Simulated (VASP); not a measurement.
## AlCu3: single point with LDA

AlCu3:

```
CELL_PARAMETERS angstrom
3.61881 0.00000 0.00000
0.00000 3.61881 0.00000
0.00000 0.00000 3.61881
ATOMIC_POSITIONS crystal
Al 0.00000 0.00000 0.00000
Cu 0.50000 0.49465 0.00000
Cu 0.50000 0.00000 0.50000
Cu 0.00000 0.50535 0.50000
```

This cell differs from its parent crystal: atoms displaced along a vibrational mode, the cell strained.

| Quantity | Value |
| --- | --- |
| Program | VASP 6.6.1 |
| Task | single point |
| Functional | LDA |
| Potentials or basis | VASP PAW LDA potentials, release 64 (Al, Cu) |
| Cutoff | 520 eV |
| k mesh | 12 × 12 × 12 |
| Occupations | gaussian, width 0.15 eV |
| Spin | no spin polarisation |
| Dipole correction | no |
| Further INCAR settings | ALGO = Fast; EDIFF = 1e-06; NBANDS = 26 |

```json
{
  "Pressure": "-3.3 GPa",
  "Largest force": "0.115 eV/Å",
  "Band gap on the k mesh": "zero (bands 18 and 19 overlap by 5.61 eV)"
}
```

Forces on the atoms (eV/Å):
```
Al   0.000  0.000  0.000
Cu   0.000  0.115  0.000
Cu   0.000  0.000  0.000
Cu   0.000 -0.115  0.000
```

Levels at points of the mesh, in eV from the Fermi level:
```csv
k point,band 15,band 16,band 17,band 18,band 19,band 20,band 21,band 22
"(0.00, 0.00, 0.00)",-2.13,-2.13,-0.29,-0.29,-0.28,4.46,4.46,5.16
"(0.50, 0.00, 0.00)",-2.97,-2.56,-2.13,3.83,3.84,3.94,3.94,4.86
"(0.00, 0.50, 0.00)",-2.96,-2.56,-2.13,3.84,3.84,3.94,3.94,4.86
"(0.50, 0.50, 0.00)",-2.95,-2.85,-2.41,-1.24,-1.24,6.41,6.49,6.52
"(0.50, 0.00, 0.50)",-2.96,-2.84,-2.41,-1.25,-1.25,6.43,6.50,6.50
"(0.50, 0.50, 0.50)",-2.95,-2.31,-2.31,-2.31,-1.44,1.35,1.78,1.78
```

Run time: 2.3 min on 1 thread of Intel(R) Xeon(R) 6975P-C (Granite Rapids), on a shared host, peak memory 0.29 GiB.

Caveat: the cell differs from its parent crystal (atoms displaced along a vibrational mode, the cell strained); the cell stands under tension.
